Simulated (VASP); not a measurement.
A run of VASP 6.6.1 is set up as follows.

The input INCAR:

```
SYSTEM = Ru2Pt
ALGO = Fast
EDIFF = 1E-6
ENCUT = 520
GGA = PE
ISIF = 2
ISMEAR = 0
LASPH = .TRUE.
LCHARG = .FALSE.
LREAL = .FALSE.
LWAVE = .FALSE.
NBANDS = 88
NELM = 100
PREC = Accurate
SIGMA = 0.2
```

File KPOINTS:

```
k-points
0
G
  12 12 1
  0 0 0
```

Contents of POSCAR:

```
Ru2Pt
1.0
    2.7517132833      0.0002773272     -0.0002402317
   -1.3756159891      2.3835096139     -0.0000354675
   -0.0023833140     -0.0021521720     26.4279828377
Ru Pt
8 4
Direct
    0.3330470941      0.6629672006      0.4615800423
    0.3334904688      0.6702648738      0.9615413269
    0.6673284101      0.3345843428      0.2115588472
    0.6660272255      0.3321443331      0.7115604149
    0.3339535751      0.6669924222      0.2884438208
    0.3328985881      0.6666097924      0.7884353998
    0.6670830229      0.3371440461      0.0384219702
    0.6661695761      0.3293601744      0.5384603178
    0.6667594531      0.3311197051      0.3750115132
    0.6664399185      0.3353792013      0.8749871992
    0.3339272494      0.6696888789      0.1249845611
    0.3328754182      0.6637450292      0.6250145867
```

Potentials or basis: VASP PAW PBE potentials, release 64 (Ru_pv, Pt).

Launch:

```sh
$ cat potpaw_PBE.64/Ru_pv/POTCAR potpaw_PBE.64/Pt/POTCAR > POTCAR
$ mpirun -np 1 vasp_std > vasp.out
```

Problem. Estimate the pressure.

Solution. -0.2 GPa.

Problem. Predict the band gap on the k mesh.

Solution. Zero (bands 76 and 77 overlap by 2.34 eV).

Stress tensor (GPa, compression positive):
```
-0.16 -0.07  0.08
-0.07 -0.28 -0.02
 0.08 -0.02 -0.19
```

Caveat: spin-orbit coupling is left out, which moves the levels of the heavy elements.
